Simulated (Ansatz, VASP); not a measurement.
C: VASP beside Ansatz

```xyz
8
Lattice="2.4562 0.0000 0.0000 0.0000 4.2529 0.0000 0.0000 0.0000 7.2579" Properties=species:S:1:pos:R:3 pbc="T T T"
C     1.2281    1.7719    5.4436
C     1.2281    3.8984    1.8143
C     1.2281    2.4810    1.8143
C     1.2281    0.3546    5.4436
C     0.0000    3.8984    5.4436
C     0.0000    1.7719    1.8143
C     0.0000    0.3546    1.8143
C     0.0000    2.4810    5.4436
```

Change from the starting cell: strain along c alone, the other axes held, atoms relaxed: +2.0 %.

Alike in both runs: functional r2SCAN; k mesh 14 × 8 × 6; occupations gaussian, width 0.1 eV; no spin polarisation.

Ansatz relaxed the structure, and its values are those at the end. VASP's run is a single point on that final structure, the one shown.

```csv
,VASP,Ansatz
version,VASP 6.6.1,Ansatz 0.2.0
potentials or method,"VASP PAW PBE potentials, release 64 (C), cutoff 520 eV","scalar-relativistic, plane waves, PAW"
valence electrons in the cell,32,32
```

Ansatz gave:

| Item | Value |
| --- | --- |
| gap on the k mesh at the Fermi level (eV) | 0.13 |
| least direct gap on the mesh (eV) | 0.13 |
| pressure (GPa) | -0.1 |

Question: Which values does VASP return?

Answer: gap on the k mesh at the Fermi level (eV): 0.13; least direct gap on the mesh (eV): 0.13; pressure (GPa): 0.6.

VASP's potentials were made for PBE, not for r2SCAN. The functional is the same, so the differences come from potentials, cutoffs and numerics. Ansatz's warnings: stress scf threshold loose.
